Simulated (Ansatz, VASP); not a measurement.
**Two plane-wave programs on AlSiN**

```
Al Si N
1.0
     2.64171    0.00000    0.00000
     0.00000    2.64171    0.00000
     0.00000    0.00000    7.34435
Al Si N
1 1 1
Direct
  0.50000 0.50000 0.00000
  0.50000 0.50000 0.50000
  0.00000 0.00000 0.00000
```

Change from the starting cell: species swapped into the PrIO type (P4/nmm, No. 129).

Alike in both runs: task relaxation of cell and atoms; functional PBE; k mesh 18 × 18 × 6; occupations gaussian, width 0.1 eV; no spin polarisation.

|  | VASP | Ansatz |
| --- | --- | --- |
| version | VASP 6.6.1 | Ansatz 0.2.0 |
| potentials or method | VASP PAW PBE potentials, release 64 (Al, Si, N), cutoff 600 eV | scalar-relativistic, plane waves, PAW |
| valence electrons in the cell | 12 | 12 |

|  | VASP | Ansatz | Ansatz less VASP |
| --- | --- | --- | --- |
| gap on the k mesh at the Fermi level, each at its own relaxed structure (eV) | none | none | - |
| relaxed volume (Å³/atom) | 17.68 | 17.71 | +0.032 |
| relaxed cell length with the largest relative difference (Å) | 7.633 | 7.641 | +0.0078 |

A gap of «none» marks a metal or a gap that the smearing closes.
